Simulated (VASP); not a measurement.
**LiCaF3: single point with LDA**

The system is LiCaF3.

```xyz
5
Lattice="3.7612 0.0000 0.0000 0.0000 3.7612 0.0000 0.0000 0.0000 3.9869" Properties=species:S:1:pos:R:3 pbc="T T T"
Li    1.8806    1.8806    1.9935
Ca    0.0000    0.0000    0.0000
F     0.0000    1.8806    1.9935
F     1.8806    1.8806    0.0000
F     1.8806    0.0000    1.9935
```

This cell differs from its parent crystal: strain +0.0600 x Voigt [0, 0, 1, 0, 0, 0].

```
Program                : VASP 6.6.1
Task                   : single point
Functional             : LDA
Potentials or basis    : VASP PAW LDA potentials, release 64 (Li_sv, Ca_sv, F)
Cutoff                 : 520 eV
k mesh                 : 6 × 6 × 6
Occupations            : gaussian, width 0.05 eV
Spin                   : no spin polarisation
Dipole correction      : no
Further INCAR settings : ALGO = Normal; EDIFF = 1e-06; NBANDS = 25
```

```
Band gap on the k mesh : 5.72 eV, indirect (least direct gap 6.04 eV)
```

Levels at points of the mesh, in eV from the valence-band top:
```
           k point  band 15  band 16  band 17  band 18  band 19  band 20
(0.00, 0.00, 0.00)    -0.41    -0.32    -0.32     5.72     5.74     6.19
(0.50, 0.00, 0.00)    -1.22    -0.91    -0.66     6.89     7.24     7.63
(0.50, 0.50, 0.00)    -1.60    -0.24    -0.04     7.25     7.70     8.04
(0.00, 0.00, 0.50)    -1.37    -0.46    -0.46     6.63     6.78     7.66
(0.50, 0.00, 0.50)    -1.41    -0.49    -0.48     7.26     7.31     8.14
(0.50, 0.50, 0.50)    -0.42    -0.23     0.00     6.83     6.83     6.84
```

Wall time 34 s on 1 thread of AMD EPYC 7R13 Processor (Zen 3) (shared host), peak memory 0.15 GiB.

Caveat: the cell differs from its parent crystal (strain +0.0600 x Voigt [0, 0, 1, 0, 0, 0]). A k mesh can miss the band edges.
